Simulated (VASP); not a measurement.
A run of VASP 6.6.1:

The input INCAR:

```
  ALGO = Normal
  EDIFF = 1E-6
  ENCUT = 600
  GGA = VW
  GGA_COMPAT = False
  ISIF = 2
  ISMEAR = -1
  ISPIN = 2
  LASPH = True
  LCHARG = False
  LMAXMIX = 6
  LORBIT = 11
  LREAL = False
  LWAVE = False
  MAGMOM = 7 0
  NBANDS = 22
  NELM = 200
  PREC = Accurate
  SIGMA = 0.05
```

KPOINTS

```
k-points
0
Gamma
  8 8 8
```

Contents of POSCAR:

```
EuS
1.0
    0.0000000000      2.9785000000      2.9785000000
    2.9785000000      0.0000000000      2.9785000000
    2.9785000000      2.9785000000      0.0000000000
Eu S
1 1
Direct
    0.0000000000      0.0000000000      0.0000000000
    0.5000000000      0.5000000000      0.5000000000
```

Potentials or basis: VASP PAW PBE potentials, release 64 (Eu, S).

Command:

```console
$ cat potpaw_PBE.64/Eu/POTCAR potpaw_PBE.64/S/POTCAR > POTCAR
$ mpirun -np 1 vasp_std > vasp.out
```

Hardware: 1 thread of AMD EPYC 9R45 96-Core Processor (Zen 5), on a shared host.

**Question.** Estimate the wall time of this run.

**Answer.** Run time: 98 s on 1 thread of AMD EPYC 9R45 96-Core Processor (Zen 5), on a shared host, peak memory 0.21 GiB. Counts: scf iterations 21, k points 29.
